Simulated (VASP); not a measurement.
A run of VASP 6.6.1 is set up as follows.

Contents of POSCAR:

```
Pb
1.0
    3.3930006733      0.0000000000      0.0000000000
   -1.6965003367      2.9384247781      0.0000000000
    0.0000000000      0.0000000000      5.4502500000
Pb
2
Direct
    0.3333333333      0.6666666667      0.2500000000
    0.6666666667      0.3333333333      0.7500000000
```

The input INCAR.step1:

```
PREC = Accurate ; ENCUT = 520
ISMEAR = 0 ; SIGMA = 0.15
LREAL = False ; LASPH = True
NELM = 60 ; NBANDS = 21
GGA = PE ; ALGO = Normal
EDIFF = 1E-4 ; LWAVE = True
LCHARG = False
```

File INCAR.step2:

```
PREC = Accurate ; ENCUT = 520
EDIFF = 1E-6 ; ISMEAR = 0
SIGMA = 0.15 ; LREAL = False
LASPH = True ; NELM = 60
ALGO = Normal ; ISIF = 2
LWAVE = False ; LCHARG = False
METAGGA = R2SCAN ; LMIXTAU = True
NBANDS = 21 ; ISTART = 1
```

File KPOINTS:

```
regular mesh
0
Gamma
  18 18 10
```

Potentials or basis: VASP PAW PBE potentials, release 64 (Pb_d).

Run with:

```bash
$ cat potpaw_PBE.64/Pb_d/POTCAR > POTCAR
$ cp INCAR.step1 INCAR
$ mpirun -np 1 vasp_std > vasp.out
$ cp INCAR.step2 INCAR
$ mpirun -np 1 vasp_std > vasp.out
```

Problem. What does it give for the pressure?

Solution. 8.0 GPa.

Problem. Estimate the band gap on the k mesh.

Solution. Zero (bands 14 and 15 overlap by 8.86 eV).

Stress tensor (GPa, compression positive):
```
7.22 0.00 0.00
0.00 7.22 0.00
0.00 0.00 9.64
```

Caveat: the cell differs from its parent crystal (strain -0.025 along x and y, -0.025 along z); the cell stands under pressure; the PAW data sets were made with another functional, which shifts forces and pressure a little; spin-orbit coupling is left out, which moves the levels of the heavy elements.
